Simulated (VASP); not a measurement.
# GaP (I-4m2) in VASP: further runs

GaP is run at these levels: PBE; tasks: single point.

Everything below comes from runs of VASP 6.6.1. Logs are shortened: lines on timing, memory, paths and dates and some standing lists are left out, and cuts for length are marked.

## Step 1: The cell of the first run

It takes space group I-4m2 (No. 119, tetragonal). The conventional cell has a = 3.776 Å, b = 3.776 Å, c = 5.643 Å, α = 90.00°, β = 90.00°, γ = 90.00°. Ga (site symmetry -4m2) has 4 P at 2.36 Å within 3.1 Å. P (site symmetry -4m2) has 4 Ga at 2.36 Å within 3.1 Å.

## Step 2: Single point, PBE (biaxial strain in the a-b plane: -3.0 %, then relaxed in part)

File INCAR:

```
  PREC = Accurate
  ENCUT = 520
  EDIFF = 1E-6
  ISMEAR = 0
  SIGMA = 0.02
  LREAL = F
  LASPH = T
  NELM = 60
  ALGO = Normal
  ISIF = 2
  LWAVE = F
  LCHARG = F
  GGA = PE
  NBANDS = 26
```

File KPOINTS:

```
regular mesh
0
Gamma
  8 8 6
```

File POSCAR:

```
GaP
1.0
    2.6699817363      2.6699817363      0.0000000000
   -2.6699817363      2.6699817363      0.0000000000
    0.0000000000      0.0000000000      5.6429716169
Ga P
2 2
Direct
    0.0000000000      0.0000000000      0.0000000000
    0.5000000000      0.5000000000      0.5000000000
    0.5000000000      0.0000000000      0.7500000000
    0.0000000000      0.5000000000      0.2500000000
```

Potentials or basis: VASP PAW PBE potentials, release 64 (Ga_d, P).

The run is started by

```sh
> cat potpaw_PBE.64/Ga_d/POTCAR potpaw_PBE.64/P/POTCAR > POTCAR
> mpirun -np 1 vasp_std > vasp.out
```

OUTCAR:

```text
PREC = Accurate
   ENCUT = 520
   EDIFF = 1E-6
   ISMEAR = 0
   LREAL = F
   LASPH = T
   NELM = 60
   ISIF = 2
   GGA = PE

 ion  position               nearest neighbor table
   1  0.000  0.000  0.000-   3 2.36   4 2.36   4 2.36   3 2.36
   2  0.500  0.500  0.500-   3 2.36   4 2.36   3 2.36   4 2.36
   3  0.500  0.000  0.750-   1 2.36   2 2.36   2 2.36   1 2.36
   4  0.000  0.500  0.250-   1 2.36   2 2.36   1 2.36   2 2.36

  LATTYP: Found a simple tetragonal cell.
 ALAT       =     3.7759243828
 C/A-ratio  =     1.4944609703

  Lattice vectors:

 A1 = (   2.6699817363,   2.6699817363,   0.0000000000)
 A2 = (  -2.6699817363,   2.6699817363,   0.0000000000)
 A3 = (   0.0000000000,   0.0000000000,   5.6429716169)

Analysis of symmetry for initial positions (statically):
=====================================================================
 Subroutine PRICEL returns following result:

  LATTYP: Found a body centered tetragonal cell.
 ALAT       =     3.7759243828
 C/A-ratio  =     1.4944609703

  Lattice vectors:

 A1 = (   2.6699817363,   0.0000000000,  -2.8214858085)
 A2 = (  -2.6699817363,   0.0000000000,  -2.8214858084)
 A3 = (   0.0000000000,   2.6699817363,   2.8214858084)

   2 primitive cells build up your supercell.

 Routine SETGRP: Setting up the symmetry group for a
 simple tetragonal supercell.

 Subroutine GETGRP returns: Found  8 space group operations
 (whereof  8 operations were pure point group operations)
 out of a pool of 16 trial point group operations.

The static configuration has the point symmetry D_2d.

Analysis of symmetry for dynamics (positions and initial velocities):
=====================================================================
 Subroutine PRICEL returns following result:

  LATTYP: Found a body centered tetragonal cell.
 ALAT       =     3.7759243828
 C/A-ratio  =     1.4944609703

  Lattice vectors:

 A1 = (   2.6699817363,   0.0000000000,  -2.8214858085)
 A2 = (  -2.6699817363,   0.0000000000,  -2.8214858084)
 A3 = (   0.0000000000,   2.6699817363,   2.8214858084)

   2 primitive cells build up your supercell.

 Routine SETGRP: Setting up the symmetry group for a
 simple tetragonal supercell.

 Subroutine GETGRP returns: Found  8 space group operations
 (whereof  8 operations were pure point group operations)
 out of a pool of 16 trial point group operations.

The dynamic configuration has the point symmetry D_2d.

 Subroutine INISYM returns: Found  8 space group operations
 (whereof  8 operations are pure point group operations),
 and found     2 'primitive' translations

----------------------------------------------------------------------------------------

                                     Primitive cell

  volume of cell :      40.2276

  direct lattice vectors                    reciprocal lattice vectors
     2.669981736  0.000000000 -2.821485808     0.187267199  0.187267199 -0.177211595
    -2.669981736  0.000000000 -2.821485808    -0.187267199  0.187267199 -0.177211595
     0.000000000  2.669981736  2.821485808     0.000000000  0.374534397  0.000000000

  length of vectors
     3.884531457  3.884531457  3.884531457     0.318656487  0.318656487  0.374534397

  position of ions in fractional coordinates (direct lattice)
     0.000000000  0.000000000  0.000000000
     0.750000000  0.250000000  0.500000000

  ion indices of the primitive-cell ions
   primitive index   ion index
                 1           1
                 2           3

----------------------------------------------------------------------------------------

 KPOINTS: regular mesh

Automatic generation of k-mesh.
 Grid dimensions read from file:
 generate k-points for:    8    8    6

 Generating k-lattice:

  Cartesian coordinates                     Fractional coordinates (reciprocal lattice)
     0.023408400  0.023408400  0.000000000     0.125000000  0.000000000  0.000000000
    -0.023408400  0.023408400  0.000000000     0.000000000  0.125000000  0.000000000
     0.000000000  0.000000000  0.029535266     0.000000000  0.000000000  0.166666667

  Length of vectors
     0.033104477  0.033104477  0.029535266

  Shift w.r.t. Gamma in fractional coordinates (k-lattice)
     0.000000000  0.000000000  0.000000000

 Subroutine IBZKPT returns following result:
 ===========================================

 Found     60 irreducible k-points:

 Following reciprocal coordinates:
            Coordinates               Weight
  0.000000  0.000000  0.000000      1.000000
  0.125000  0.000000  0.000000      4.000000
  0.250000  0.000000  0.000000      4.000000
  0.375000  0.000000  0.000000      4.000000
  0.500000  0.000000  0.000000      2.000000
  0.125000  0.125000  0.000000      4.000000
[... 16 lines left out ...]
  0.375000  0.125000  0.166667     16.000000
  0.500000  0.125000  0.166667      8.000000
 [... further k-points ...]
   k-points           NKPTS =     60   k-points in BZ     NKDIM =     60   number of bands    NBANDS=     26
   number of dos      NEDOS =    301   number of ions     NIONS =      4
   total plane-waves  NPLWV =  32928
   dimension x,y,z NGX =    28 NGY =   28 NGZ =   42
   dimension x,y,z NGXF=    56 NGYF=   56 NGZF=   84
   ions per type =               2   2
   NGX,Y,Z   is equivalent  to a cutoff of  12.33, 12.33, 12.37 a.u.
   NGXF,Y,Z  is equivalent  to a cutoff of  24.66, 24.66, 24.75 a.u.
 SYSTEM =  unknown system
   PREC   = accura    normal or accurate (medium, high low for compatibility)
   ISTART =      0    job   : 0-new  1-cont  2-samecut
   ICHARG =      2    charge: 1-file 2-atom 10-const
   ISPIN  =      1    spin polarized calculation?
   LNONCOLLINEAR =      F non collinear calculations
   LSORBIT =      F    spin-orbit coupling
   LASPH  =      T    aspherical Exc in radial PAW
   ENCUT  =  520.0 eV  38.22 Ry    6.18 a.u.   7.02  7.02 10.49*2*pi/ulx,y,z
   NELM   =     60;   NELMIN=  2; NELMDL= -5     # of ELM steps
   EDIFF  = 0.1E-05   stopping-criterion for ELM
   LREAL  =      F    real-space projection
   EDIFFG = 0.1E-04   stopping-criterion for IOM
   NSW    =      0    number of steps for IOM
   IBRION =     -1    ionic relax: 0-MD 1-quasi-New 2-CG
   NFREE  =      0    steps in history (QN), initial steepest desc. (CG)
   ISIF   =      2    stress and relaxation
   ISYM   =      2    0-nonsym 1-usesym 2-fastsym
[... 8 lines left out ...]
   EFERMI_NEDOS =   21; number of points for ismear=-14 and -15
   IALGO  =     38    algorithm
   IMIX   =      4    mixing-type and parameters
     AMIX     =   0.40;   BMIX     =  1.00
     AMIX_MAG =   1.60;   BMIX_MAG =  1.00
  volume/ion in A,a.u.               =      20.11       135.73
  Fermi-wavevector in a.u.,A,eV,Ry     =   1.252153  2.366227 21.332411  1.567888
  Thomas-Fermi vector in A             =   2.386067
   LORBIT       =      0    0 simple, 1 ext, 2 COOP (PROOUT), +10 PAW based schemes
   GGA     = PE    functional components
   LHFCALC =     F    Hartree Fock is set to
   AEXX    =    0.0000 exact exchange contribution
   IVDW    =     0    specifies the selected vdW correction
   LEPSILON=     F    determine dielectric tensor
   LRPA    =     F    only Hartree local field effects (RPA)
 non-spin polarized calculation
 Gauss-broadening in eV      SIGMA  =   0.02
  energy-cutoff  :      520.00
  volume of cell :       80.46
 maximum number of plane-waves:      2204
   NGX = 15   NGY = 15   NGZ = 21

 number of electron      36.0000028 magnetization

 Free energy of the ion-electron system (eV)
  ---------------------------------------------------
  ext. energy  EPLUGINS =         0.00000000
  ---------------------------------------------------
  free energy    TOTEN  =       -18.18625694 eV

  energy without entropy =      -18.18625694  energy(sigma->0) =      -18.18625694

 E-fermi :   4.9253     XC(G=0):  -9.8653

 val. band max:        4.8297260908   @ k =   0.0000   0.0000   0.0000
 cond. band min:       6.1910094361   @ k =   0.3750   0.3750   0.0000
 fundamental gap:      1.3612833453
 Fermi energy:         4.9252511549

 k-point     1 :       0.0000    0.0000    0.0000
  band No.  band energies     occupation
      1      -9.9676      2.00000
      2      -9.8589      2.00000
      3      -9.8413      2.00000
      4      -9.8413      2.00000
      5      -9.7792      2.00000
      6      -9.7792      2.00000
[... 18 lines left out ...]
     25      13.4947      0.00000
     26      14.0220      0.00000

 k-point     2 :       0.1250    0.0000    0.0000
  band No.  band energies     occupation
      1      -9.9627      2.00000
      2      -9.8540      2.00000
      3      -9.8521      2.00000
      4      -9.8387      2.00000
      5      -9.7870      2.00000
      6      -9.7813      2.00000
[... 18 lines left out ...]
     25      13.8346      0.00000
     26      14.1859      0.00000

 k-point     3 :       0.2500    0.0000    0.0000
  band No.  band energies     occupation
      1      -9.9513      2.00000
      2      -9.8785      2.00000
      3      -9.8418      2.00000
      4      -9.8314      2.00000
      5      -9.8017      2.00000
      6      -9.7875      2.00000
[... 18 lines left out ...]
     25      12.8890      0.00000
     26      13.0570      0.00000

 k-point     4 :       0.3750    0.0000    0.0000
  band No.  band energies     occupation
      1      -9.9390      2.00000
      2      -9.9054      2.00000
      3      -9.8306      2.00000
      4      -9.8209      2.00000
      5      -9.8145      2.00000
      6      -9.7971      2.00000
[... 18 lines left out ...]
     25      11.7219      0.00000
     26      11.9623      0.00000

 k-point     5 :       0.5000    0.0000    0.0000
  band No.  band energies     occupation
      1      -9.9254      2.00000
      2      -9.9254      2.00000
      3      -9.8227      2.00000
      4      -9.8227      2.00000
      5      -9.8088      2.00000
      6      -9.8088      2.00000
[... 18 lines left out ...]
     25      10.8896      0.00000
     26      10.8896      0.00000

 k-point     6 :       0.1250    0.1250    0.0000
  band No.  band energies     occupation
      1      -9.9583      2.00000
      2      -9.8652      2.00000
      3      -9.8482      2.00000
      4      -9.8331      2.00000
      5      -9.7927      2.00000
      6      -9.7834      2.00000
[... 427 lines left out ...]
 k-point    21 :       0.1250    0.1250    0.1667
  band No.  band energies     occupation
      1      -9.9535      2.00000
      2      -9.8739      2.00000
      3      -9.8438      2.00000
      4      -9.8310      2.00000
      5      -9.7966      2.00000
      6      -9.7871      2.00000
[... 18 lines left out ...]
     25      11.9498      0.00000
     26      13.0498      0.00000

 k-point    22 :       0.2500    0.1250    0.1667
  band No.  band energies     occupation
      1      -9.9457      2.00000
      2      -9.8933      2.00000
      3      -9.8355      2.00000
      4      -9.8241      2.00000
      5      -9.8079      2.00000
      6      -9.7909      2.00000
[... 18 lines left out ...]
     25      10.8682      0.00000
     26      13.0784      0.00000

 k-point    23 :       0.3750    0.1250    0.1667
  band No.  band energies     occupation
      1      -9.9392      2.00000
      2      -9.9157      2.00000
      3      -9.8253      2.00000
      4      -9.8158      2.00000
      5      -9.8156      2.00000
      6      -9.7979      2.00000
[... 18 lines left out ...]
     25      11.2313      0.00000
     26      12.6346      0.00000

 k-point    24 :       0.5000    0.1250    0.1667
  band No.  band energies     occupation
      1      -9.9312      2.00000
      2      -9.9312      2.00000
      3      -9.8195      2.00000
      4      -9.8195      2.00000
      5      -9.8068      2.00000
      6      -9.8068      2.00000
[... 18 lines left out ...]
     25      11.4690      0.00000
     26      11.4690      0.00000

 [... further k-points ...]

------------------------ aborting loop because EDIFF is reached ----------------------------------------

  FORCE on cell =-STRESS in cart. coord.  units (eV):
  Direction    XX          YY          ZZ          XY          YZ          ZX
  --------------------------------------------------------------------------------------
  -------------------------------------------------------------------------------------
  Total        2.2532678      2.2532678     -0.0092804      0.0000000      0.0000000      0.0000000
  in kB       44.8713303     44.8713303     -0.1848091      0.0000000      0.0000000      0.0000000
  external PRESSURE =      29.8526172 kB  Pullay stress =       0.0000000 kB

 VOLUME and BASIS-vectors are now :
 -----------------------------------------------------------------------------
  energy-cutoff  :      520.00
  volume of cell :       80.46
      direct lattice vectors                 reciprocal lattice vectors
     2.669981736  2.669981736  0.000000000     0.187267199  0.187267199  0.000000000
    -2.669981736  2.669981736  0.000000000    -0.187267199  0.187267199  0.000000000
     0.000000000  0.000000000  5.642971617     0.000000000  0.000000000  0.177211595

 POSITION                                       TOTAL-FORCE (eV/Angst)
 -----------------------------------------------------------------------------------
      0.00000      0.00000      0.00000         0.000000      0.000000     -0.000000
      0.00000      2.66998      2.82149        -0.000000     -0.000000      0.000000
      1.33499      1.33499      4.23223        -0.000000     -0.000000     -0.000000
     -1.33499      1.33499      1.41074        -0.000000      0.000000     -0.000000
 -----------------------------------------------------------------------------------
    total drift:                               -0.000000      0.000000      0.000000

  FREE ENERGIE OF THE ION-ELECTRON SYSTEM (eV)
  ---------------------------------------------------
  free  energy   TOTEN  =       -18.1862569394 eV

  energy  without entropy=      -18.1862569394  energy(sigma->0) =      -18.18625694
```

It took 45 s on 1 thread of AMD EPYC 9R45 (Zen 5), shared host; peak memory 0.21 GiB.

Results:

| Quantity | Value |
| --- | --- |
| Free energy | -18.1863 eV |
| Pressure | 3.0 GPa |
| Band gap on the k mesh | 1.36 eV |

Caveat: the cell differs from its parent crystal (biaxial strain in the a-b plane: -3.0 %, then relaxed in part). A k mesh can miss the band edges.

[end of part 1 of 2]
